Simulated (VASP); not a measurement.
# Mg2Sn (Fm-3m) in VASP: further runs

The runs below take Mg2Sn through single point, relaxation of cell and atoms, with PBEsol.

Everything below comes from runs of VASP 6.6.1. Logs are shortened: lines on timing, memory, paths and dates and some standing lists are left out, and cuts for length are marked.

### 1 The cell of the first run

The structure is cubic, space group Fm-3m (No. 225). Conventional cell: a = 6.746 Å, b = 6.746 Å, c = 6.746 Å, α = 90.00°, β = 90.00°, γ = 90.00°. Mg (site symmetry -43m) has 4 Sn at 2.92 Å and 6 Mg at 3.37 Å within 3.8 Å. Within 3.8 Å of Sn (site symmetry m-3m) lie 8 Mg at 2.92 Å.

### 2 Single point, PBEsol

File INCAR:

```
  PREC = Accurate
  ENCUT = 600
  EDIFF = 1E-6
  ISMEAR = 0
  SIGMA = 0.1
  LREAL = False
  LASPH = True
  NELM = 120
  ALGO = Normal
  ISIF = 2
  LWAVE = False
  LCHARG = True
  GGA = PS
  LELF = True
  LVHAR = True
  NBANDS = 16
  GGA_COMPAT = False
```

File KPOINTS:

```
Automatic mesh
0
Gamma
  12 12 12
```

File POSCAR:

```
Mg2Sn
1.0
    0.0000000000      3.3732196202      3.3732196202
    3.3732196202      0.0000000000      3.3732196202
    3.3732196202      3.3732196202      0.0000000000
Mg Sn
2 1
Direct
    0.2500000000      0.2500000000      0.2500000000
    0.7500000000      0.7500000000      0.7500000000
    0.0000000000      0.0000000000      0.0000000000
```

Potentials or basis: VASP PAW PBE potentials, release 64 (Mg, Sn_d).

Command:

```console
cat potpaw_PBE.64/Mg/POTCAR potpaw_PBE.64/Sn_d/POTCAR > POTCAR
mpirun -np 1 vasp_std > vasp.out
```

OUTCAR:

```text
PREC = Accurate
   ENCUT = 600
   EDIFF = 1E-6
   ISMEAR = 0
   LREAL = False
   LASPH = True
   NELM = 120
   ISIF = 2
   GGA = PS

 ion  position               nearest neighbor table
   1  0.250  0.250  0.250-   3 2.92   3 2.92   3 2.92   3 2.92   2 3.37   2 3.37   2 3.37   2 3.37
                             2 3.37   2 3.37
   2  0.750  0.750  0.750-   3 2.92   3 2.92   3 2.92   3 2.92   1 3.37   1 3.37   1 3.37   1 3.37
                             1 3.37   1 3.37
   3  0.000  0.000  0.000-   2 2.92   2 2.92   2 2.92   1 2.92   2 2.92   1 2.92   1 2.92   1 2.92

  LATTYP: Found a face centered cubic cell.
 ALAT       =     6.7464392404

  Lattice vectors:

 A1 = (   0.0000000000,   3.3732196202,   3.3732196202)
 A2 = (   3.3732196202,   0.0000000000,   3.3732196202)
 A3 = (   3.3732196202,   3.3732196202,   0.0000000000)

Analysis of symmetry for initial positions (statically):
=====================================================================
 Subroutine PRICEL returns:
 Original cell was already a primitive cell.

 Routine SETGRP: Setting up the symmetry group for a
 face centered cubic supercell.

 Subroutine GETGRP returns: Found 48 space group operations
[... 9 lines left out ...]

 Routine SETGRP: Setting up the symmetry group for a
 face centered cubic supercell.

 Subroutine GETGRP returns: Found 48 space group operations
 (whereof 48 operations were pure point group operations)
 out of a pool of 48 trial point group operations.

The dynamic configuration has the point symmetry O_h .

 Subroutine INISYM returns: Found 48 space group operations
 (whereof 48 operations are pure point group operations),
 and found     1 'primitive' translations

----------------------------------------------------------------------------------------

                                     Primitive cell

  volume of cell :      76.7651

  direct lattice vectors                    reciprocal lattice vectors
     0.000000000  3.373219620  3.373219620    -0.148226340  0.148226340  0.148226340
     3.373219620  0.000000000  3.373219620     0.148226340 -0.148226340  0.148226340
     3.373219620  3.373219620  0.000000000     0.148226340  0.148226340 -0.148226340

  length of vectors
     4.770452936  4.770452936  4.770452936     0.256735553  0.256735553  0.256735553

  position of ions in fractional coordinates (direct lattice)
     0.250000000  0.250000000  0.250000000
     0.750000000  0.750000000  0.750000000
     0.000000000  0.000000000  0.000000000

  ion indices of the primitive-cell ions
[... 71 lines left out ...]
   LNONCOLLINEAR =      F non collinear calculations
   LSORBIT =      F    spin-orbit coupling
   LASPH  =      T    aspherical Exc in radial PAW
   ENCUT  =  600.0 eV  44.10 Ry    6.64 a.u.   9.53  9.53  9.53*2*pi/ulx,y,z
   NELM   =    120;   NELMIN=  2; NELMDL= -5     # of ELM steps
   EDIFF  = 0.1E-05   stopping-criterion for ELM
   LREAL  =      F    real-space projection
   EDIFFG = 0.1E-04   stopping-criterion for IOM
   NSW    =      0    number of steps for IOM
   IBRION =     -1    ionic relax: 0-MD 1-quasi-New 2-CG
   NFREE  =      0    steps in history (QN), initial steepest desc. (CG)
   ISIF   =      2    stress and relaxation
   ISYM   =      2    0-nonsym 1-usesym 2-fastsym
   POTIM  = 0.5000    time-step for ionic-motion
   TEBEG  =    0.0;   TEEND  =   0.0 temperature during run
   PSTRESS=    0.0 pullay stress
   NELECT =      18.0000    total number of electrons
   NUPDOWN=      -1.0000    fix difference up-down
   EMIN   =  10.00;   EMAX   =-10.00  energy-range for DOS
   EFERMI =   0.00;   METHOD = LEGACY
   ISMEAR =     0;   SIGMA  =   0.10  broadening in eV -4-tet -1-fermi 0-gaus
   EFERMI_NEDOS =   21; number of points for ismear=-14 and -15
   IALGO  =     38    algorithm
   IMIX   =      4    mixing-type and parameters
     AMIX     =   0.40;   BMIX     =  1.00
     AMIX_MAG =   1.60;   BMIX_MAG =  1.00
  volume/ion in A,a.u.               =      25.59       172.68
  Fermi-wavevector in a.u.,A,eV,Ry     =   1.009511  1.907699 13.865866  1.019112
  Thomas-Fermi vector in A             =   2.142444
   LORBIT       =      0    0 simple, 1 ext, 2 COOP (PROOUT), +10 PAW based schemes
   GGA     = PS    functional components
   LHFCALC =     F    Hartree Fock is set to
   AEXX    =    0.0000 exact exchange contribution
   IVDW    =     0    specifies the selected vdW correction
   LEPSILON=     F    determine dielectric tensor
   LRPA    =     F    only Hartree local field effects (RPA)
 non-spin polarized calculation
 Gauss-broadening in eV      SIGMA  =   0.10
  energy-cutoff  :      600.00
  volume of cell :       76.77
 maximum number of plane-waves:      2637
 NGX is ok and might be reduce to    40
   NGX = 19   NGY = 19   NGZ = 19

 number of electron      18.0000001 magnetization

 Free energy of the ion-electron system (eV)
  ---------------------------------------------------
  ext. energy  EPLUGINS =         0.00000000
  ---------------------------------------------------
  free energy    TOTEN  =        -8.33499150 eV

  energy without entropy =       -8.33347549  energy(sigma->0) =       -8.33423349

 E-fermi :   4.2003     XC(G=0):  -8.8846

 val. band max:        4.1958528225   @ k =   0.4167   0.4167   0.0000
 cond. band min:       4.2263151326   @ k =   0.0000   0.0000   0.0000
 fundamental gap:      0.0304623101
 Fermi energy:         4.2002811442

 k-point     1 :       0.0000    0.0000    0.0000
  band No.  band energies     occupation
      1     -16.6592      2.00000
      2     -16.6592      2.00000
      3     -16.6592      2.00000
      4     -16.6191      2.00000
      5     -16.6191      2.00000
      6      -4.9227      2.00000
[... 433 lines left out ...]
      3     -16.6550      2.00000
      4     -16.6189      2.00000
      5     -16.6182      2.00000
      6      -3.5259      2.00000
[... 8 lines left out ...]
     15      10.0714      0.00000
     16      10.5466      0.00000

 [... further k-points ...]
[... 5 lines left out ...]
  --------------------------------------------------------------------------------------
  -------------------------------------------------------------------------------------
  Total       -0.0456692     -0.0456692     -0.0456692      0.0000000     -0.0000000     -0.0000000
  in kB       -0.9531695     -0.9531695     -0.9531695      0.0000000     -0.0000000     -0.0000000
  external PRESSURE =      -0.9531695 kB  Pullay stress =       0.0000000 kB

 VOLUME and BASIS-vectors are now :
 -----------------------------------------------------------------------------
  energy-cutoff  :      600.00
  volume of cell :       76.77
      direct lattice vectors                 reciprocal lattice vectors
     0.000000000  3.373219620  3.373219620    -0.148226340  0.148226340  0.148226340
     3.373219620  0.000000000  3.373219620     0.148226340 -0.148226340  0.148226340
     3.373219620  3.373219620  0.000000000     0.148226340  0.148226340 -0.148226340

 POSITION                                       TOTAL-FORCE (eV/Angst)
 -----------------------------------------------------------------------------------
      1.68661      1.68661      1.68661         0.000000      0.000000     -0.000000
      5.05983      5.05983      5.05983        -0.000000     -0.000000      0.000000
      0.00000      0.00000      0.00000        -0.000000      0.000000     -0.000000
 -----------------------------------------------------------------------------------
    total drift:                               -0.000000      0.000000     -0.000000

  FREE ENERGIE OF THE ION-ELECTRON SYSTEM (eV)
  ---------------------------------------------------
  free  energy   TOTEN  =        -8.3349914977 eV

  energy  without entropy=       -8.3334754900  energy(sigma->0) =       -8.33423349
```

Run time: 96 s. Hardware: 1 thread of Intel Xeon Platinum 8259CL at 2.50GHz (Skylake/Cascade Lake), shared host; peak memory 0.31 GiB.

What came out:

* Free energy: -8.3350 eV
* Pressure: -0.1 GPa
* Band gap on the k mesh: zero (band 9 reaches 4.23 eV, above the bottom of band 10 at 4.11 eV)

Caveat: the PAW data sets were made with another functional, which shifts forces and pressure a little; spin-orbit coupling is left out, which moves the levels of the heavy elements.

### 3 Relaxation of cell and atoms, PBEsol

This run uses another cell than the first one, of 26.40 Å³/atom, 1.032 times its volume.

File INCAR:

```
SYSTEM = Mg2Sn
PREC = Accurate ; ENCUT = 600
EDIFF = 1E-7 ; ISMEAR = 0
SIGMA = 0.1 ; LREAL = .FALSE.
LASPH = .TRUE. ; NELM = 120
ALGO = Normal ; ISIF = 3
LWAVE = .FALSE. ; LCHARG = .FALSE.
GGA = PS ; IBRION = 2
NSW = 70 ; EDIFFG = -0.005
GGA_COMPAT = .FALSE. ; NELMIN = 4
```

File KPOINTS:

```
regular mesh
0
G
  12 12 12
  0 0 0
```

File POSCAR:

```
Mg2Sn
1.0
    0.0000000000      3.4084018729      3.4084018729
    3.4084018729      0.0000000000      3.4084018729
    3.4084018729      3.4084018729      0.0000000000
Mg Sn
2 1
Direct
    0.2500000000      0.2500000000      0.2500000000
    0.7500000000      0.7500000000      0.7500000000
    0.0000000000      0.0000000000      0.0000000000
```

Potentials or basis: VASP PAW PBE potentials, release 64 (Mg, Sn_d).

Command:

```console
cat potpaw_PBE.64/Mg/POTCAR potpaw_PBE.64/Sn_d/POTCAR > POTCAR
mpirun -np 1 vasp_std > vasp.out
```

OUTCAR:

```text
SYSTEM = Mg2Sn
   PREC = Accurate
   ENCUT = 600
   EDIFF = 1E-7
   ISMEAR = 0
   LREAL = .FALSE.
   LASPH = .TRUE.
   NELM = 120
   ISIF = 3
   GGA = PS
   IBRION = 2
   NSW = 70
   EDIFFG = -0.005
   NELMIN = 4

 ion  position               nearest neighbor table
   1  0.250  0.250  0.250-   3 2.95   3 2.95   3 2.95   3 2.95   2 3.41   2 3.41   2 3.41   2 3.41
                             2 3.41   2 3.41
   2  0.750  0.750  0.750-   3 2.95   3 2.95   3 2.95   3 2.95   1 3.41   1 3.41   1 3.41   1 3.41
                             1 3.41   1 3.41
   3  0.000  0.000  0.000-   2 2.95   2 2.95   2 2.95   1 2.95   1 2.95   1 2.95   2 2.95   1 2.95

  LATTYP: Found a face centered cubic cell.
 ALAT       =     6.8168037458

  Lattice vectors:

 A1 = (   0.0000000000,   3.4084018729,   3.4084018729)
 A2 = (   3.4084018729,   0.0000000000,   3.4084018729)
 A3 = (   3.4084018729,   3.4084018729,   0.0000000000)

Analysis of symmetry for initial positions (statically):
=====================================================================
 Subroutine PRICEL returns:
 Original cell was already a primitive cell.

 Routine SETGRP: Setting up the symmetry group for a
 face centered cubic supercell.

 Subroutine GETGRP returns: Found 48 space group operations
[... 9 lines left out ...]

 Routine SETGRP: Setting up the symmetry group for a
 face centered cubic supercell.

 Subroutine GETGRP returns: Found 48 space group operations
 (whereof 48 operations were pure point group operations)
 out of a pool of 48 trial point group operations.

The dynamic configuration has the point symmetry O_h .

 Subroutine INISYM returns: Found 48 space group operations
 (whereof 48 operations are pure point group operations),
 and found     1 'primitive' translations

----------------------------------------------------------------------------------------

                                     Primitive cell
[... 169 lines left out ...]
    total drift:                               -0.000000      0.000000     -0.000000

  FREE ENERGIE OF THE ION-ELECTRON SYSTEM (eV)
  ---------------------------------------------------
  free  energy   TOTEN  =        -8.3237242290 eV

  energy  without entropy=       -8.3220966109  energy(sigma->0) =       -8.32291042

--------------------------------------- Ionic step        2  -------------------------------------------

 number of electron      18.0000001 magnetization

 Free energy of the ion-electron system (eV)
  ---------------------------------------------------
  ext. energy  EPLUGINS =         0.00000000
  ---------------------------------------------------
  free energy    TOTEN  =        -8.33514738 eV

  energy without entropy =       -8.33363799  energy(sigma->0) =       -8.33439269

 E-fermi :   4.2133     XC(G=0):  -8.8907

 val. band max:        4.2109352613   @ k =   0.4167   0.4167   0.0000
 cond. band min:       4.2385362462   @ k =   0.0000   0.0000   0.0000
 fundamental gap:      0.0276009849
 Fermi energy:         4.2132891686

 k-point     1 :       0.0000    0.0000    0.0000
  band No.  band energies     occupation
      1     -16.6473      2.00000
      2     -16.6473      2.00000
      3     -16.6473      2.00000
      4     -16.6071      2.00000
      5     -16.6071      2.00000
      6      -4.9184      2.00000
      7       4.2385      0.72106
      8       4.2385      0.72106
      9       4.2385      0.72105
     10       5.6410      0.00000
     11       6.4161      0.00000
     12       6.4161      0.00000
     13       6.4161      0.00000
[... 354 lines left out ...]
  band No.  band energies     occupation
      1     -16.6461      2.00000
      2     -16.6442      2.00000
      3     -16.6431      2.00000
      4     -16.6069      2.00000
      5     -16.6062      2.00000
      6      -3.5183      2.00000
      7      -0.3539      2.00000
      8       1.9195      2.00000
      9       3.0967      2.00000
     10       5.4101      0.00000
     11       6.8821      0.00000
     12       7.2376      0.00000
     13       9.4540      0.00000

 [... further k-points ...]
[... 5 lines left out ...]
  --------------------------------------------------------------------------------------
  -------------------------------------------------------------------------------------
  Total       -0.0084712     -0.0084712     -0.0084712      0.0000000     -0.0000000      0.0000000
  in kB       -0.1771080     -0.1771080     -0.1771080      0.0000000     -0.0000000      0.0000000
  external PRESSURE =      -0.1771080 kB  Pullay stress =       0.0000000 kB

 VOLUME and BASIS-vectors are now :
 -----------------------------------------------------------------------------
  energy-cutoff  :      600.00
  volume of cell :       76.63
      direct lattice vectors                 reciprocal lattice vectors
    -0.000000000  3.371290866  3.371290866    -0.148311143  0.148311143  0.148311143
     3.371290866  0.000000000  3.371290866     0.148311143 -0.148311143  0.148311143
     3.371290866  3.371290866  0.000000000     0.148311143  0.148311143 -0.148311143

 POSITION                                       TOTAL-FORCE (eV/Angst)
 -----------------------------------------------------------------------------------
      1.68565      1.68565      1.68565         0.000000     -0.000000     -0.000000
      5.05694      5.05694      5.05694        -0.000000     -0.000000      0.000000
      3.37129      0.00000      3.37129         0.000000      0.000000      0.000000
 -----------------------------------------------------------------------------------
    total drift:                               -0.000000      0.000000     -0.000000

  FREE ENERGIE OF THE ION-ELECTRON SYSTEM (eV)
  ---------------------------------------------------
  free  energy   TOTEN  =        -8.3351473778 eV

  energy  without entropy=       -8.3336379950  energy(sigma->0) =       -8.33439269

 reached required accuracy - stopping structural energy minimisation
```

Wall time 2.4 min (1 thread of Intel Xeon Platinum 8259CL at 2.50GHz (Skylake/Cascade Lake), shared host); peak memory 0.31 GiB.

Results:

```
Free energy                            : -8.3351 eV
Relaxed volume                         : 25.54 Å³/atom
Relaxed cell                           : a = 4.768 Å, b = 4.768 Å, c = 4.768 Å, α = 60.00°, β = 60.00°, γ = 60.00°
Space group after relaxing (to 0.05 Å) : Fm-3m (No. 225)
Energy gained by relaxing              : 3.8 meV/atom
Ionic steps                            : 2
Pressure after relaxing                : 0.0 GPa
Band gap on the k mesh                 : zero (band 9 reaches 4.24 eV, above the bottom of band 10 at 4.13 eV)
```

Step by step:
```csv
step,energy change (eV),largest force (eV/Å),pressure (GPa),volume (Å³)
1,0.0000,0.0000,-1.37,79.19
2,-0.0114,0.0000,-0.02,76.63
```

Final structure:
```
Mg Sn
1.0
     0.00000    3.37129    3.37129
     3.37129    0.00000    3.37129
     3.37129    3.37129    0.00000
Mg Sn
2 1
Direct
  0.25000 0.25000 0.25000
  0.75000 0.75000 0.75000
  0.00000 0.00000 0.00000
```

Levels at points of the mesh, in eV from the Fermi level:
| k point | band 5 | band 6 | band 7 | band 8 | band 9 | band 10 | band 11 | band 12 | band 13 |
| --- | --- | --- | --- | --- | --- | --- | --- | --- | --- |
| (0.00, 0.00, 0.00) | -20.82 | -9.13 | 0.03 | 0.03 | 0.03 | 1.43 | 2.20 | 2.20 | 2.20 |
| (0.50, 0.00, 0.00) | -20.82 | -7.86 | -4.82 | -0.81 | -0.81 | 0.72 | 2.25 | 2.25 | 3.94 |
| (0.50, 0.50, 0.00) | -20.82 | -7.35 | -4.58 | -2.09 | -2.09 | -0.09 | 0.13 | 7.26 | 7.26 |

Caveat: the PAW data sets were made with another functional, which shifts forces and pressure a little; spin-orbit coupling is left out, which moves the levels of the heavy elements.
